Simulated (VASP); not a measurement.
# CsI6Br in VASP: single point with PBE

Aim: the single point of CsI6Br with PBE.

Everything below comes from runs of VASP 6.6.1. Logs are shortened: lines on timing, memory, paths and dates and some standing lists are left out, and cuts for length are marked.

## Step 1: The cell of the first run

The typed cell holds 8 atoms: a = 7.906 Å, b = 7.906 Å, c = 7.906 Å, α = 105.63°, β = 105.63°, γ = 105.63°.

## Step 2: Single point, PBE

Input file INCAR:

```
PREC = Accurate
ENCUT = 520
EDIFF = 1E-6
ISMEAR = 1
SIGMA = 0.0982
LREAL = F
LASPH = T
NELM = 80
ALGO = Normal
ISIF = 2
LWAVE = F
LCHARG = F
GGA = PE
NBANDS = 39
```

Input file KPOINTS:

```
regular mesh
0
Gamma
  4 4 4
```

Input file POSCAR:

```
CsI6Br
1.0
    7.8398329415     -0.6751465455     -0.7676286655
   -1.5584300299      7.7129827385     -0.7676264030
   -1.5584300299     -1.7461047433      7.5518521731
I Cs Br
6 1 1
Direct
    0.0298275305      0.6544918717      0.6544635623
    0.6544635623      0.0298275305      0.6544918717
    0.6544918717      0.6544635623      0.0298275305
    0.9701724695      0.3455081283      0.3455364377
    0.3455364377      0.9701724695      0.3455081283
    0.3455081283      0.3455364377      0.9701724695
    0.5000000000      0.5000000000      0.5000000000
    0.0000000000      0.0000000000      0.0000000000
```

Potentials or basis: VASP PAW PBE potentials, release 64 (I, Cs_sv, Br).

Run with:

```sh
$ cat potpaw_PBE.64/I/POTCAR potpaw_PBE.64/Cs_sv/POTCAR potpaw_PBE.64/Br/POTCAR > POTCAR
$ mpirun -np 1 vasp_std > vasp.out
```

OUTCAR:

```text
PREC = Accurate
   ENCUT = 520
   EDIFF = 1E-6
   ISMEAR = 1
   LREAL = F
   LASPH = T
   NELM = 80
   ISIF = 2
   GGA = PE

 ion  position               nearest neighbor table
   1  0.030  0.654  0.654-   4 2.77
   2  0.654  0.030  0.654-   5 2.77
   3  0.654  0.654  0.030-   6 2.77
   4  0.970  0.346  0.346-   1 2.77
   5  0.346  0.970  0.346-   2 2.77
   6  0.346  0.346  0.970-   3 2.77
   7  0.500  0.500  0.500-
   8  0.000  0.000  0.000-

  LATTYP: Found a trigonal (rhomboedric) cell.
 ALAT       =     7.9062037146
 COS(alpha) =    -0.2693408413

  Lattice vectors:

 A1 = (   7.8398329415,  -0.6751465455,  -0.7676286655)
 A2 = (  -1.5584300299,   7.7129827385,  -0.7676264030)
 A3 = (  -1.5584300299,  -1.7461047433,   7.5518521731)

Analysis of symmetry for initial positions (statically):
=====================================================================
 Subroutine PRICEL returns:
 Original cell was already a primitive cell.

 Routine SETGRP: Setting up the symmetry group for a
 trigonal (rhombohedral) supercell.

 Subroutine GETGRP returns: Found  6 space group operations
 (whereof  6 operations were pure point group operations)
 out of a pool of 12 trial point group operations.

The static configuration has the point symmetry S_6 .

Analysis of symmetry for dynamics (positions and initial velocities):
=====================================================================
 Subroutine PRICEL returns:
 Original cell was already a primitive cell.

 Routine SETGRP: Setting up the symmetry group for a
 trigonal (rhombohedral) supercell.

 Subroutine GETGRP returns: Found  6 space group operations
 (whereof  6 operations were pure point group operations)
 out of a pool of 12 trial point group operations.

The dynamic configuration has the point symmetry S_6 .

 Subroutine INISYM returns: Found  6 space group operations
 (whereof  6 operations are pure point group operations),
 and found     1 'primitive' translations

----------------------------------------------------------------------------------------

                                     Primitive cell

  volume of cell :     426.0716

  direct lattice vectors                    reciprocal lattice vectors
     7.839832942 -0.675146545 -0.767628665     0.133561934  0.030429920  0.034598235
    -1.558430030  7.712982739 -0.767626403     0.015112405  0.136148388  0.034598264
    -1.558430030 -1.746104743  7.551852173     0.015112405  0.016932267  0.139451503

  length of vectors
     7.906203715  7.906203715  7.906203715     0.141286263  0.141286263  0.141286263

  position of ions in fractional coordinates (direct lattice)
     0.029827531  0.654491872  0.654463562
     0.654463562  0.029827531  0.654491872
     0.654491872  0.654463562  0.029827531
     0.970172469  0.345508128  0.345536438
     0.345536438  0.970172469  0.345508128
     0.345508128  0.345536438  0.970172469
     0.500000000  0.500000000  0.500000000
     0.000000000  0.000000000  0.000000000

  ion indices of the primitive-cell ions
   primitive index   ion index
                 1           1
                 2           2
                 3           3
                 4           4
                 5           5
                 6           6
                 7           7
                 8           8

----------------------------------------------------------------------------------------

 KPOINTS: regular mesh

Automatic generation of k-mesh.
 Grid dimensions read from file:
 generate k-points for:    4    4    4

 Generating k-lattice:

  Cartesian coordinates                     Fractional coordinates (reciprocal lattice)
     0.033390484  0.007607480  0.008649559     0.250000000  0.000000000  0.000000000
     0.003778101  0.034037097  0.008649566     0.000000000  0.250000000  0.000000000
     0.003778101  0.004233067  0.034862876     0.000000000  0.000000000  0.250000000

  Length of vectors
     0.035321566  0.035321566  0.035321566

  Shift w.r.t. Gamma in fractional coordinates (k-lattice)
     0.000000000  0.000000000  0.000000000

 Subroutine IBZKPT returns following result:
 ===========================================

 Found     14 irreducible k-points:

 Following reciprocal coordinates:
            Coordinates               Weight
  0.000000  0.000000  0.000000      1.000000
  0.250000 -0.000000  0.000000      6.000000
  0.500000 -0.000000  0.000000      3.000000
  0.250000  0.250000  0.000000      6.000000
  0.500000  0.250000  0.000000      6.000000
  0.500000 -0.000000 -0.250000      6.000000
 -0.250000  0.250000  0.000000      6.000000
  0.500000  0.500000  0.000000      3.000000
  0.250000  0.250000  0.250000      2.000000
  0.500000  0.250000  0.250000      6.000000
 -0.250000  0.250000  0.250000      6.000000
  0.500000  0.500000  0.250000      6.000000
 -0.250000  0.500000  0.250000      6.000000
  0.500000  0.500000  0.500000      1.000000
   k-points           NKPTS =     14   k-points in BZ     NKDIM =     14   number of bands    NBANDS=     39
   number of dos      NEDOS =    301   number of ions     NIONS =      8
   total plane-waves  NPLWV = 216000
   dimension x,y,z NGX =    60 NGY =   60 NGZ =   60
   dimension x,y,z NGXF=   120 NGYF=  120 NGZF=  120
   ions per type =               6   1   1
   NGX,Y,Z   is equivalent  to a cutoff of  12.62, 12.62, 12.62 a.u.
   NGXF,Y,Z  is equivalent  to a cutoff of  25.23, 25.23, 25.23 a.u.
 SYSTEM =  unknown system
   PREC   = accura    normal or accurate (medium, high low for compatibility)
   ISTART =      0    job   : 0-new  1-cont  2-samecut
   ICHARG =      2    charge: 1-file 2-atom 10-const
   ISPIN  =      1    spin polarized calculation?
   LNONCOLLINEAR =      F non collinear calculations
   LSORBIT =      F    spin-orbit coupling
   LASPH  =      T    aspherical Exc in radial PAW
   ENCUT  =  520.0 eV  38.22 Ry    6.18 a.u.  14.70 14.70 14.70*2*pi/ulx,y,z
   NELM   =     80;   NELMIN=  2; NELMDL= -5     # of ELM steps
   EDIFF  = 0.1E-05   stopping-criterion for ELM
   LREAL  =      F    real-space projection
   EDIFFG = 0.1E-04   stopping-criterion for IOM
   NSW    =      0    number of steps for IOM
   IBRION =     -1    ionic relax: 0-MD 1-quasi-New 2-CG
   NFREE  =      0    steps in history (QN), initial steepest desc. (CG)
   ISIF   =      2    stress and relaxation
   ISYM   =      2    0-nonsym 1-usesym 2-fastsym
   POTIM  = 0.5000    time-step for ionic-motion
   TEBEG  =    0.0;   TEEND  =   0.0 temperature during run
   PSTRESS=    0.0 pullay stress
   NELECT =      58.0000    total number of electrons
   NUPDOWN=      -1.0000    fix difference up-down
   EMIN   =  10.00;   EMAX   =-10.00  energy-range for DOS
   EFERMI =   0.00;   METHOD = LEGACY
   ISMEAR =     1;   SIGMA  =   0.10  broadening in eV -4-tet -1-fermi 0-gaus
   EFERMI_NEDOS =   21; number of points for ismear=-14 and -15
   IALGO  =     38    algorithm
   IMIX   =      4    mixing-type and parameters
     AMIX     =   0.40;   BMIX     =  1.00
     AMIX_MAG =   1.60;   BMIX_MAG =  1.00
  volume/ion in A,a.u.               =      53.26       359.41
  Fermi-wavevector in a.u.,A,eV,Ry     =   0.842151  1.591435  9.649501  0.709218
  Thomas-Fermi vector in A             =   1.956811
   LORBIT       =      0    0 simple, 1 ext, 2 COOP (PROOUT), +10 PAW based schemes
   GGA     = PE    functional components
   LHFCALC =     F    Hartree Fock is set to
   AEXX    =    0.0000 exact exchange contribution
   IVDW    =     0    specifies the selected vdW correction
   LEPSILON=     F    determine dielectric tensor
   LRPA    =     F    only Hartree local field effects (RPA)
 non-spin polarized calculation
 Methfessel and Paxton  Order N= 1 SIGMA  =   0.10
  energy-cutoff  :      520.00
  volume of cell :      426.07
 maximum number of plane-waves:     11519
 NGX is ok and might be reduce to    60
   NGX = 29   NGY = 29   NGZ = 29

 number of electron      58.0000002 magnetization

 Free energy of the ion-electron system (eV)
  ---------------------------------------------------
  ext. energy  EPLUGINS =         0.00000000
  ---------------------------------------------------
  free energy    TOTEN  =       -14.94611638 eV

  energy without entropy =      -14.94910650  energy(sigma->0) =      -14.94711309

 E-fermi :   0.1754     XC(G=0):  -6.8867

 val. band max:        0.1685957833   @ k =   0.0000   0.0000   0.0000
 cond. band min:       1.1611302675   @ k =   0.2500   0.2500   0.2500
 fundamental gap:      0.9925344842
 Fermi energy:         0.1753507135

 k-point     1 :       0.0000    0.0000    0.0000
  band No.  band energies     occupation
      1     -20.2017      2.00000
      2     -13.4390      2.00000
      3     -12.4173      2.00000
      4     -12.4153      2.00000
      5     -12.4153      2.00000
      6     -10.6940      2.00000
[... 31 lines left out ...]
     38       6.9646      0.00000
     39       6.9646      0.00000

 k-point     2 :       0.2500   -0.0000    0.0000
  band No.  band energies     occupation
      1     -20.2017      2.00000
      2     -13.4259      2.00000
      3     -12.4485      2.00000
      4     -12.4218      2.00000
      5     -12.4210      2.00000
      6     -10.6724      2.00000
[... 31 lines left out ...]
     38       6.8623      0.00000
     39       6.9697      0.00000

 k-point     3 :       0.5000   -0.0000    0.0000
  band No.  band energies     occupation
      1     -20.2016      2.00000
      2     -13.4123      2.00000
      3     -12.4805      2.00000
      4     -12.4283      2.00000
      5     -12.4261      2.00000
      6     -10.6592      2.00000
[... 412 lines left out ...]
 k-point    13 :      -0.2500    0.5000    0.2500
  band No.  band energies     occupation
      1     -20.2014      2.00000
      2     -13.4233      2.00000
      3     -12.4758      2.00000
      4     -12.4619      2.00000
      5     -12.3713      2.00000
      6     -10.6639      2.00000
[... 31 lines left out ...]
     38       6.6023      0.00000
     39       6.7053      0.00000

 k-point    14 :       0.5000    0.5000    0.5000
  band No.  band energies     occupation
      1     -20.2013      2.00000
      2     -13.4340      2.00000
      3     -12.4710      2.00000
      4     -12.4710      2.00000
      5     -12.3410      2.00000
      6     -10.6760      2.00000
[... 31 lines left out ...]
     38       6.7319      0.00000
     39       6.7320      0.00000

------------------------ aborting loop because EDIFF is reached ----------------------------------------

  FORCE on cell =-STRESS in cart. coord.  units (eV):
  Direction    XX          YY          ZZ          XY          YZ          ZX
  --------------------------------------------------------------------------------------
  -------------------------------------------------------------------------------------
  Total       -0.0539484     -0.0584415     -0.0649075     -0.0197147     -0.0251146     -0.0224152
  in kB       -0.2028649     -0.2197604     -0.2440746     -0.0741342     -0.0944395     -0.0842891
  external PRESSURE =      -0.2222333 kB  Pullay stress =       0.0000000 kB

 VOLUME and BASIS-vectors are now :
 -----------------------------------------------------------------------------
  energy-cutoff  :      520.00
  volume of cell :      426.07
      direct lattice vectors                 reciprocal lattice vectors
     7.839832942 -0.675146545 -0.767628665     0.133561934  0.030429920  0.034598235
    -1.558430030  7.712982739 -0.767626403     0.015112405  0.136148388  0.034598264
    -1.558430030 -1.746104743  7.551852173     0.015112405  0.016932267  0.139451503

 POSITION                                       TOTAL-FORCE (eV/Angst)
 -----------------------------------------------------------------------------------
     -1.80607      3.88518      4.41711         0.001568     -0.012742     -0.014270
      4.06442     -1.35461      4.41734        -0.012624      0.000140     -0.014460
      4.06469      4.55391     -0.77954        -0.012838     -0.014168     -0.001707
      6.52905      1.40655      1.59949        -0.001568      0.012742      0.014270
      0.65855      6.64634      1.59925         0.012624     -0.000140      0.014460
      0.65829      0.73783      6.79613         0.012838      0.014168      0.001707
      2.36149      2.64587      3.00830        -0.000000     -0.000000     -0.000000
      0.00000      0.00000      0.00000         0.000000     -0.000000     -0.000000
 -----------------------------------------------------------------------------------
    total drift:                               -0.000000     -0.000000      0.000000

  FREE ENERGIE OF THE ION-ELECTRON SYSTEM (eV)
  ---------------------------------------------------
  free  energy   TOTEN  =       -14.9461163790 eV

  energy  without entropy=      -14.9491065019  energy(sigma->0) =      -14.94711309
```

Wall time 4 min (1 thread of AMD EPYC 7R43 (Zen 3), shared host); peak memory 0.57 GiB.

What came out:

| Quantity | Value |
| --- | --- |
| Free energy | -14.9461 eV |
| Pressure | 0.0 GPa |
| Largest force | 0.019 eV/Å |
| Band gap on the k mesh | 0.99 eV (least direct gap 1.18 eV) |

Forces in eV/Å, atoms in the order of the input:
```
I    0.002 -0.013 -0.014
I   -0.013  0.000 -0.014
I   -0.013 -0.014 -0.002
I   -0.002  0.013  0.014
I    0.013  0.000  0.014
I    0.013  0.014  0.002
Cs   0.000  0.000  0.000
Br   0.000  0.000  0.000
```

Levels at points of the mesh, in eV from the valence-band top:
```tsv
k point	band 26	band 27	band 28	band 29	band 30	band 31	band 32	band 33
(0.00, 0.00, 0.00)	-0.84	-0.38	-0.38	0.00	2.18	2.18	2.22	4.23
(0.50, 0.00, 0.00)	-0.43	-0.35	-0.32	-0.19	1.12	1.39	2.19	4.90
(0.50, 0.50, 0.00)	-0.37	-0.35	-0.32	-0.20	1.12	1.39	2.19	5.28
(0.50, 0.50, 0.50)	-0.57	-0.32	-0.26	-0.26	2.18	2.18	2.21	5.55
```

Caveat: spin-orbit coupling is left out, which moves the levels of the heavy elements. A k mesh can miss the band edges.
